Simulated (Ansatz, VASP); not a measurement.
# CaSe: VASP beside Ansatz

File INCAR:

```
SYSTEM = CaSe
ALGO     = Normal         ! electronic algorithm
EDIFF    = 1E-6           ! SCF threshold, eV
ENCUT    = 520            ! plane-wave cutoff, eV
ISIF     = 2              ! what is computed and relaxed
ISMEAR   = 0              ! smearing method
LASPH    = .TRUE.         ! aspherical terms in the spheres
LCHARG   = .FALSE.        ! write CHGCAR
LREAL    = .FALSE.        ! projectors in reciprocal space
LWAVE    = .FALSE.        ! write WAVECAR
NBANDS   = 15             ! bands
NELM     = 60             ! most SCF steps
PREC     = Accurate       ! precision mode
SIGMA    = 0.05           ! smearing width, eV
```

Contents of KPOINTS:

```
k-points
0
G
  6 6 6
  0 0 0
```

Contents of POSCAR:

```
CaSe
1.0
    0.0000000000      3.3495000000      3.3000000000
    3.3495000000      0.0000000000      3.3000000000
    3.3495000000      3.3495000000      0.0000000000
Ca Se
1 1
Direct
    0.0000000000      0.0000000000      0.0000000000
    0.7500000000      0.7500000000      0.7500000000
```

Input for Ansatz:

```yaml
crystal:
  lattice:
    - [0.0, 3.3495, 3.3]
    - [3.3495, 0.0, 3.3]
    - [3.3495, 3.3495, 0.0]
  atoms:
    - { symbol: Ca, position: [0.0, 0.0, 0.0] }
    - { symbol: Se, position: [0.75, 0.75, 0.75] }
basis:
  ecutwfc: 420
kpoints:
  mp_grid: { grid: [6, 6, 6] }
hamiltonian:
  xc: lda
scf:
  occupations: { method: gaussian, width: 0.05 }
output:
  forces: true
  stress: true
  eigenvalues: true
```

Change from the starting cell: strain +0.015 along x and y, +0.000 along z, atoms carried along.

Alike in both runs: task single point; functional LDA; k mesh 6 × 6 × 6; occupations gaussian, width 0.05 eV; no spin polarisation.

|  | VASP | Ansatz |
| --- | --- | --- |
| version | VASP 6.6.1 | Ansatz 0.2.0 |
| potentials or method | VASP PAW LDA potentials, release 64 (Ca_sv, Se), cutoff 520 eV | scalar-relativistic, plane waves, PAW |
| valence electrons in the cell | 16 | 26 |

|  | VASP | Ansatz | Ansatz less VASP |
| --- | --- | --- | --- |
| gap on the k mesh at the Fermi level (eV) | 2.79 | 2.78 | -0.014 |
| least direct gap on the mesh (eV) | 2.87 | 2.86 | -0.015 |
| pressure (GPa) | -3.3 | -3.4 | -0.11 |
| traceless stress, the component that is largest in VASP (GPa) | 0.09 | 0.09 | +0.003 |

LDA's correlation is that of Perdew and Zunger in VASP and of Perdew and Wang (1992) in Ansatz. VASP's potentials hold 16 valence electrons a cell and Ansatz's 26, so a difference there can come from the potentials and not from the codes.
